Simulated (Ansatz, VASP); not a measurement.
# Si in VASP and in Ansatz

The input INCAR:

```
ALGO = Normal
EDIFF = 1E-6
ENCUT = 520
GGA = CA
ISIF = 2
ISMEAR = 0
LASPH = T
LCHARG = T
LELF = T
LREAL = F
LVHAR = T
LWAVE = F
NBANDS = 8
NELM = 80
PREC = Accurate
SIGMA = 0.15
```

KPOINTS

```
k-points
0
Gamma
  21 21 20
```

The input POSCAR:

```
Si
1.0
    2.5550292445      0.0000000000      0.0000000000
   -1.2775146223      2.2127202332      0.0000000000
    0.0000000000      0.0000000000      2.5280132497
Si
1
Direct
    0.0000000000      0.0000000000      0.0000000000
```

Input for Ansatz:

```yaml
crystal:
  lattice:
    - [2.5550292445, 0.0, 0.0]
    - [-1.2775146223, 2.2127202332, 0.0]
    - [0.0, 0.0, 2.5280132497]
  atoms:
    - { symbol: Si, position: [0.0, 0.0, 0.0] }
basis:
  ecutwfc: 420
kpoints:
  mp_grid: { grid: [21, 21, 20] }
hamiltonian:
  xc: lda
scf:
  occupations: { method: gaussian, width: 0.15 }
output:
  forces: true
  stress: true
  eigenvalues: true
```

Change from the starting cell: strain -0.025 along x and y, +0.025 along z, atoms carried along.

Alike in both runs: task single point; functional LDA; k mesh 21 × 21 × 20; occupations gaussian, width 0.15 eV; no spin polarisation.

|  | VASP | Ansatz |
| --- | --- | --- |
| version | VASP 6.6.1 | Ansatz 0.2.0 |
| potentials or method | VASP PAW LDA potentials, release 64 (Si), cutoff 520 eV | scalar-relativistic, plane waves, PAW |
| valence electrons in the cell | 4 | 4 |

Ansatz gave:

* gap on the k mesh at the Fermi level (eV): none
* pressure (GPa): 2.2
* traceless stress, the component that is largest in VASP (GPa): -8.86

Task: Which values does VASP return?

Result: gap on the k mesh at the Fermi level (eV): none; pressure (GPa): 2.3; traceless stress, the component that is largest in VASP (GPa): -8.86.

LDA's correlation is that of Perdew and Zunger in VASP and of Perdew and Wang (1992) in Ansatz. A gap of «none» marks a metal or a gap that the smearing closes.
